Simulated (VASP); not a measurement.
Input of a VASP 6.6.1 run:

INCAR

```
SYSTEM = BN
PREC = Accurate ; ENCUT = 520
EDIFF = 1E-6 ; ISMEAR = 1
SIGMA = 0.05 ; LREAL = .False.
LASPH = .True. ; NELM = 80
ALGO = Normal ; ISIF = 2
LWAVE = .False. ; LCHARG = .True.
GGA = PS ; LELF = .True.
LVHAR = .True. ; NBANDS = 16
```

KPOINTS

```
regular mesh
0
Gamma
  12 12 4
  0 0 0
```

POSCAR

```
BN
1.0
    2.5043944379      0.0000000000      0.0000000000
   -1.2521972190      2.1688692043      0.0000000000
    0.0000000000      0.0000000000      7.0392475343
B N
2 2
Direct
    0.3333333333      0.6666666667      0.2500000000
    0.6666666667      0.3333333333      0.7500000000
    0.3333333333      0.6666666667      0.7500000000
    0.6666666667      0.3333333333      0.2500000000
```

Potentials or basis: VASP PAW PBE potentials, release 64 (B, N).

Run with:

```console
$ cat potpaw_PBE.64/B/POTCAR potpaw_PBE.64/N/POTCAR > POTCAR
$ mpirun -np 1 vasp_std > vasp.out
```

Predict the pressure.

0.3 GPa.

Predict the band gap on the k mesh.

4.26 eV (least direct gap 4.60 eV).

Stress tensor (GPa, compression positive):
```
 0.46  0.00  0.00
 0.00  0.46  0.00
 0.00  0.00 -0.13
```

Caveat: the PAW data sets were made with another functional, which shifts forces and pressure a little; this functional lacks dispersion, which binds the layers, so the pressure and a relaxed spacing across them are unreliable. A k mesh can miss the band edges.
